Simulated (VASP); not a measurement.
# Ir (Pmma) in VASP: relaxation of cell and atoms with PBEsol

Aim: the relaxation of cell and atoms of Ir with PBEsol.

Program: VASP 6.6.1. These are calculated values, not measurements. Logs are shortened: lines on timing, memory, paths and dates and some standing lists are left out, and cuts for length are marked.

## (1) The cell of the first run

It takes space group Pmma (No. 51, orthorhombic). The conventional cell has a = 12.238 Å, b = 2.233 Å, c = 7.193 Å, α = 90.00°, β = 90.00°, γ = 90.00°. Within 3.0 Å of Ir (site symmetry mm2) lie 2 Ir at 2.23 Å.

## (2) Relaxation of cell and atoms, PBEsol

INCAR

```
SYSTEM = Ir
PREC = Accurate
ENCUT = 560
EDIFF = 1E-7
ISMEAR = 0
SIGMA = 0.05
LREAL = .False.
LASPH = .True.
NELM = 120
ALGO = Normal
ISIF = 3
LWAVE = .False.
LCHARG = .False.
GGA = PS
IBRION = 2
NSW = 80
EDIFFG = -0.02
GGA_COMPAT = .False.
NELMIN = 4
```

KPOINTS

```
regular mesh
0
Gamma
  2 10 3
  0 0 0
```

POSCAR

```
Ir
1.0
   12.2384550000      0.0000000000      0.0000000000
    0.0000000000      2.2334310000      0.0000000000
    0.0000000000      0.0000000000      7.1930010000
Ir
2
Direct
    0.2500000000      0.0000000000      0.1639880000
    0.7500000000      0.0000000000      0.8360120000
```

Potentials or basis: VASP PAW PBE potentials, release 64 (Ir_sv_GW).

The run is started by

```bash
> cat potpaw_PBE.64/Ir_sv_GW/POTCAR > POTCAR
> mpirun -np 1 vasp_std > vasp.out
```

OUTCAR:

```text
SYSTEM = Ir
   PREC = Accurate
   ENCUT = 560
   EDIFF = 1E-7
   ISMEAR = 0
   LREAL = .False.
   LASPH = .True.
   NELM = 120
   ISIF = 3
   GGA = PS
   IBRION = 2
   NSW = 80
   EDIFFG = -0.02
   NELMIN = 4

 ion  position               nearest neighbor table
   1  0.250  0.000  0.164-
   2  0.750  0.000  0.836-

  LATTYP: Found a simple orthorhombic cell.
 ALAT       =     2.2334310000
 B/A-ratio  =     3.2206058750
 C/A-ratio  =     5.4796655907

  Lattice vectors:

 A1 = (   0.0000000000,   2.2334310000,   0.0000000000)
 A2 = (   0.0000000000,   0.0000000000,   7.1930010000)
 A3 = (  12.2384550000,   0.0000000000,   0.0000000000)

Analysis of symmetry for initial positions (statically):
=====================================================================
 Subroutine PRICEL returns:
 Original cell was already a primitive cell.

 Routine SETGRP: Setting up the symmetry group for a
 simple orthorhombic supercell.

 Subroutine GETGRP returns: Found  8 space group operations
 (whereof  4 operations were pure point group operations)
 out of a pool of  8 trial point group operations.

The static configuration has the point symmetry C_2h.
 The point group associated with its full space group is D_2h.

Analysis of symmetry for dynamics (positions and initial velocities):
=====================================================================
 Subroutine PRICEL returns:
 Original cell was already a primitive cell.

 Routine SETGRP: Setting up the symmetry group for a
 simple orthorhombic supercell.

 Subroutine GETGRP returns: Found  8 space group operations
 (whereof  4 operations were pure point group operations)
 out of a pool of  8 trial point group operations.

The dynamic configuration has the point symmetry C_2h.
 The point group associated with its full space group is D_2h.

 Subroutine INISYM returns: Found  8 space group operations
 (whereof  4 operations are pure point group operations),
 and found     1 'primitive' translations

----------------------------------------------------------------------------------------

                                     Primitive cell

  volume of cell :     196.6117

  direct lattice vectors                    reciprocal lattice vectors
    12.238455000  0.000000000  0.000000000     0.081709660  0.000000000  0.000000000
     0.000000000  2.233431000  0.000000000     0.000000000  0.447741614  0.000000000
     0.000000000  0.000000000  7.193001000     0.000000000  0.000000000  0.139024032

  length of vectors
    12.238455000  2.233431000  7.193001000     0.081709660  0.447741614  0.139024032

  position of ions in fractional coordinates (direct lattice)
     0.250000000  0.000000000  0.163988000
     0.750000000  0.000000000  0.836012000

  ion indices of the primitive-cell ions
   primitive index   ion index
                 1           1
                 2           2

----------------------------------------------------------------------------------------

 KPOINTS: regular mesh

Automatic generation of k-mesh.
 Grid dimensions read from file:
 generate k-points for:    2   10    3

 Generating k-lattice:

  Cartesian coordinates                     Fractional coordinates (reciprocal lattice)
     0.040854830  0.000000000  0.000000000     0.500000000  0.000000000  0.000000000
     0.000000000  0.044774161  0.000000000     0.000000000  0.100000000  0.000000000
     0.000000000  0.000000000  0.046341344     0.000000000  0.000000000  0.333333333

  Length of vectors
     0.040854830  0.044774161  0.046341344

  Shift w.r.t. Gamma in fractional coordinates (k-lattice)
     0.000000000  0.000000000  0.000000000

 Subroutine IBZKPT returns following result:
 ===========================================

 Found     24 irreducible k-points:

 Following reciprocal coordinates:
            Coordinates               Weight
  0.000000  0.000000  0.000000      1.000000
  0.500000  0.000000  0.000000      1.000000
  0.000000  0.100000  0.000000      2.000000
  0.500000  0.100000  0.000000      2.000000
  0.000000  0.200000  0.000000      2.000000
  0.500000  0.200000  0.000000      2.000000
[... 16 lines left out ...]
  0.000000  0.500000  0.333333      2.000000
  0.500000  0.500000  0.333333      2.000000
   k-points           NKPTS =     24   k-points in BZ     NKDIM =     24   number of bands    NBANDS=     21
   number of dos      NEDOS =    301   number of ions     NIONS =      2
   total plane-waves  NPLWV =  96768
   dimension x,y,z NGX =    96 NGY =   18 NGZ =   56
   dimension x,y,z NGXF=   192 NGYF=   36 NGZF=  112
   ions per type =               2
   NGX,Y,Z   is equivalent  to a cutoff of  13.04, 13.40, 12.94 a.u.
   NGXF,Y,Z  is equivalent  to a cutoff of  26.08, 26.80, 25.89 a.u.
 SYSTEM =  Ir
   PREC   = accura    normal or accurate (medium, high low for compatibility)
   ISTART =      0    job   : 0-new  1-cont  2-samecut
   ICHARG =      2    charge: 1-file 2-atom 10-const
   ISPIN  =      1    spin polarized calculation?
   LNONCOLLINEAR =      F non collinear calculations
   LSORBIT =      F    spin-orbit coupling
   LASPH  =      T    aspherical Exc in radial PAW
   ENCUT  =  560.0 eV  41.16 Ry    6.42 a.u.  23.61  4.31 13.88*2*pi/ulx,y,z
   NELM   =    120;   NELMIN=  4; NELMDL= -5     # of ELM steps
   EDIFF  = 0.1E-06   stopping-criterion for ELM
   LREAL  =      F    real-space projection
   EDIFFG = -.2E-01   stopping-criterion for IOM
   NSW    =     80    number of steps for IOM
   IBRION =      2    ionic relax: 0-MD 1-quasi-New 2-CG
   NFREE  =      1    steps in history (QN), initial steepest desc. (CG)
   ISIF   =      3    stress and relaxation
   ISYM   =      2    0-nonsym 1-usesym 2-fastsym
   POTIM  = 0.5000    time-step for ionic-motion
   TEBEG  =    0.0;   TEEND  =   0.0 temperature during run
   PSTRESS=    0.0 pullay stress
   NELECT =      34.0000    total number of electrons
   NUPDOWN=      -1.0000    fix difference up-down
   EMIN   =  10.00;   EMAX   =-10.00  energy-range for DOS
   EFERMI =   0.00;   METHOD = LEGACY
   ISMEAR =     0;   SIGMA  =   0.05  broadening in eV -4-tet -1-fermi 0-gaus
   EFERMI_NEDOS =   21; number of points for ismear=-14 and -15
   IALGO  =     38    algorithm
   IMIX   =      4    mixing-type and parameters
     AMIX     =   0.40;   BMIX     =  1.00
     AMIX_MAG =   1.60;   BMIX_MAG =  1.00
  volume/ion in A,a.u.               =      98.31       663.40
  Fermi-wavevector in a.u.,A,eV,Ry     =   0.912077  1.723575 11.318469  0.831884
  Thomas-Fermi vector in A             =   2.036430
   LORBIT       =      0    0 simple, 1 ext, 2 COOP (PROOUT), +10 PAW based schemes
   GGA     = PS    functional components
   LHFCALC =     F    Hartree Fock is set to
   AEXX    =    0.0000 exact exchange contribution
   IVDW    =     0    specifies the selected vdW correction
   LEPSILON=     F    determine dielectric tensor
   LRPA    =     F    only Hartree local field effects (RPA)
 conjugate gradient relaxation of ions
 non-spin polarized calculation
 Gauss-broadening in eV      SIGMA  =   0.05
  energy-cutoff  :      560.00
  volume of cell :      196.61
 maximum number of plane-waves:      5956
 NGX is ok and might be reduce to    96
   NGX = 47   NGY =  9   NGZ = 27

--------------------------------------- Ionic step        1  -------------------------------------------

 number of electron      34.0000000 magnetization

 Free energy of the ion-electron system (eV)
  ---------------------------------------------------
  ext. energy  EPLUGINS =         0.00000000
  ---------------------------------------------------
  free energy    TOTEN  =       -11.97350750 eV

  energy without entropy =      -11.95642720  energy(sigma->0) =      -11.96496735

------------------------ aborting loop because EDIFF is reached ----------------------------------------

  FORCE on cell =-STRESS in cart. coord.  units (eV):
  Direction    XX          YY          ZZ          XY          YZ          ZX
  --------------------------------------------------------------------------------------
  -------------------------------------------------------------------------------------
  Total       -0.3377941      2.1774358     -0.3254587      0.0000000      0.0000000      0.0000000
  in kB       -2.7526652     17.7438019     -2.6521449      0.0000000      0.0000000      0.0000000
  external PRESSURE =       4.1129972 kB  Pullay stress =       0.0000000 kB
[... 89 lines left out ...]
  FREE ENERGIE OF THE ION-ELECTRON SYSTEM (eV)
  ---------------------------------------------------
  free  energy   TOTEN  =       -11.9841879694 eV

  energy  without entropy=      -11.9679292678  energy(sigma->0) =      -11.97605862

 E-fermi :  -0.0119     XC(G=0):  -7.6710

 val. band max:       -0.0481629916   @ k =   0.5000   0.4000   0.3333
 cond. band min:      -0.0112553605   @ k =   0.5000   0.5000   0.0000
 fundamental gap:      0.0369076311
 Fermi energy:        -0.0118787332

 k-point     1 :       0.0000    0.0000    0.0000
  band No.  band energies     occupation
      1     -91.7856      2.00000
      2     -91.7855      2.00000
      3     -48.2647      2.00000
      4     -48.2646      2.00000
      5     -48.2563      2.00000
      6     -48.2555      2.00000
[... 550 lines left out ...]
      5     -47.9833      2.00000
      6     -47.9833      2.00000
[... 13 lines left out ...]
     20       5.7192      0.00000
     21       9.1164      0.00000

 E-fermi :   4.3161     XC(G=0): -10.8737

 val. band max:        4.3024465198   @ k =   0.5000   0.4000   0.3333
 cond. band min:       4.3186788257   @ k =   0.5000   0.2000   0.3333
 fundamental gap:      0.0162323059
 Fermi energy:         4.3161147395

 k-point     1 :       0.0000    0.0000    0.0000
  band No.  band energies     occupation
      1     -87.8290      2.00000
      2     -87.8277      2.00000
      3     -44.3806      2.00000
      4     -44.3342      2.00000
      5     -44.3013      2.00000
      6     -44.2962      2.00000
[... 550 lines left out ...]
      5     -44.0793      2.00000
      6     -44.0793      2.00000
[... 13 lines left out ...]
     20      10.0806      0.00000
     21      12.5704      0.00000

 E-fermi :   9.6076     XC(G=0): -13.6079

 val. band max:        9.5935213072   @ k =   0.5000   0.1000   0.0000
 cond. band min:       9.6504592483   @ k =   0.0000   0.4000   0.3333
 fundamental gap:      0.0569379412
 Fermi energy:         9.6075638958

 k-point     1 :       0.0000    0.0000    0.0000
  band No.  band energies     occupation
      1     -82.7610      2.00000
      2     -82.6678      2.00000
      3     -40.2111      2.00000
      4     -39.3755      2.00000
      5     -39.2216      2.00000
      6     -39.1875      2.00000
[... 550 lines left out ...]
      5     -39.7023      2.00000
      6     -39.7023      2.00000
[... 13 lines left out ...]
     20      15.2874      0.00000
     21      16.1127      0.00000

[... ionic steps 4 to 38 ...]

--------------------------------------- Ionic step       39  -------------------------------------------

 number of electron      34.0000001 magnetization

------------------------ aborting loop because EDIFF is reached ----------------------------------------

  FORCE on cell =-STRESS in cart. coord.  units (eV):
  Direction    XX          YY          ZZ          XY          YZ          ZX
  --------------------------------------------------------------------------------------
  -------------------------------------------------------------------------------------
  Total       -0.0716336      0.0707820     -0.0159839      0.0000000      0.0000000      0.0000000
  in kB       -3.7204016      3.6761705     -0.8301500      0.0000000      0.0000000      0.0000000
  external PRESSURE =      -0.2914603 kB  Pullay stress =       0.0000000 kB
[... 57 lines left out ...]
  energy  without entropy=      -19.6640956352  energy(sigma->0) =      -19.66453121

--------------------------------------- Ionic step       41  -------------------------------------------

 number of electron      34.0000001 magnetization

 Free energy of the ion-electron system (eV)
  ---------------------------------------------------
  ext. energy  EPLUGINS =         0.00000000
  ---------------------------------------------------
  free energy    TOTEN  =       -19.66499563 eV

  energy without entropy =      -19.66406592  energy(sigma->0) =      -19.66453077

 E-fermi :  10.4629     XC(G=0): -14.0557

 val. band max:       10.3998715500   @ k =   0.5000   0.2000   0.0000
 cond. band min:      10.5089695473   @ k =   0.0000   0.1000   0.0000
 fundamental gap:      0.1090979972
 Fermi energy:        10.4628640894

 k-point     1 :       0.0000    0.0000    0.0000
  band No.  band energies     occupation
      1     -81.7529      2.00000
      2     -81.6499      2.00000
      3     -39.1280      2.00000
      4     -38.4619      2.00000
      5     -38.1357      2.00000
      6     -38.1062      2.00000
[... 594 lines left out ...]
  FREE ENERGIE OF THE ION-ELECTRON SYSTEM (eV)
  ---------------------------------------------------
  free  energy   TOTEN  =       -19.6649956255 eV

  energy  without entropy=      -19.6640659153  energy(sigma->0) =      -19.66453077

 reached required accuracy - stopping structural energy minimisation
```

Wall time 24 min (1 thread of Intel Xeon 6975P-C (Granite Rapids), shared host); peak memory 0.42 GiB.

Results:

```yaml
Free_energy: -19.6650 eV
Relaxed_volume: 15.42 Å³/atom
Relaxed_cell: a = 4.264 Å, b = 2.593 Å, c = 2.790 Å, α = 90.00°, β = 90.00°, γ = 90.00°
Space_group_after_relaxing_to_0.1_Å: Cmmm (No. 65)
Pressure_after_relaxing: 0.1 GPa
Largest_force_after_relaxing: 0.019 eV/Å
Band_gap_on_the_k_mesh: zero (bands 17 and 18 overlap by 3.74 eV)
```

Forces in eV/Å, atoms in the order of the input:
```
Ir   0.000  0.000  0.019
Ir   0.000  0.000 -0.019
```

Stress tensor (GPa, compression positive):
```
0.15 0.00 0.00
0.00 0.14 0.00
0.00 0.00 0.06
```

Final structure:
```xyz
2
Lattice="4.2639 0.0000 0.0000 0.0000 2.5933 0.0000 0.0000 0.0000 2.7897" Properties=species:S:1:pos:R:3 pbc="T T T"
Ir    1.0660    0.0000    0.6967
Ir    3.1979    0.0000    2.0930
```

Levels at points of the mesh, in eV from the Fermi level:
```csv
k point,band 15,band 16,band 17,band 18,band 19,band 20
"(0.00, 0.00, 0.00)",-1.33,0.44,1.20,1.59,1.91,3.04
"(0.50, 0.00, 0.00)",-1.45,-1.45,-0.24,-0.24,0.99,0.99
"(0.00, 0.50, 0.00)",-0.88,-0.81,-0.32,3.24,3.63,6.77
"(0.50, 0.50, 0.00)",-1.79,-1.79,-0.94,-0.94,4.53,4.53
```

Caveat: the volume moved by over 15 % at a fixed basis, so the end points are rough; the relaxation moved the vacuum too, so the length across it says nothing of the material; the PAW data sets were made with another functional, which shifts forces and pressure a little; spin-orbit coupling is left out, which moves the levels of the heavy elements.

The gap in the log of VASP goes by the Fermi energy; the results here count the filled bands.